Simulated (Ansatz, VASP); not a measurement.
**Si3Sn4 in VASP and in Ansatz**

```
Si Sn
1.0
     5.06953    2.92689    1.86274
    -5.06953    2.92689    1.86274
     0.00000   -5.85379    1.86274
Si Sn
3 4
Cartesian
  0.7959 2.9269 1.8627
  -2.9327 -0.7742 1.8627
  2.1368 -2.1527 1.8627
  -3.1590 2.9269 1.8627
  -0.9552 -4.1993 1.8627
  4.1143 1.2724 1.8627
  0.0000 0.0000 2.7941
```

Alike in both runs: functional PBE; k mesh 6 × 6 × 6; occupations gaussian, width 0.1 eV; no spin polarisation.

Ansatz relaxed the structure, and its values are those at the end. VASP's run is a single point on that final structure, the one shown.

|  | VASP | Ansatz |
| --- | --- | --- |
| version | VASP 6.6.1 | Ansatz 0.2.0 |
| potentials or method | VASP PAW PBE potentials, release 64 (Si, Sn_d), cutoff 520 eV | scalar-relativistic, plane waves, PAW |
| valence electrons in the cell | 68 | 68 |

|  | VASP | Ansatz | Ansatz less VASP |
| --- | --- | --- | --- |
| gap on the k mesh at the Fermi level (eV) | none | none | - |
| pressure (GPa) | -0.1 | 0.0 | +0.05 |

A gap of «none» marks a metal or a gap that the smearing closes. The functional is the same, so the differences come from potentials, cutoffs and numerics.
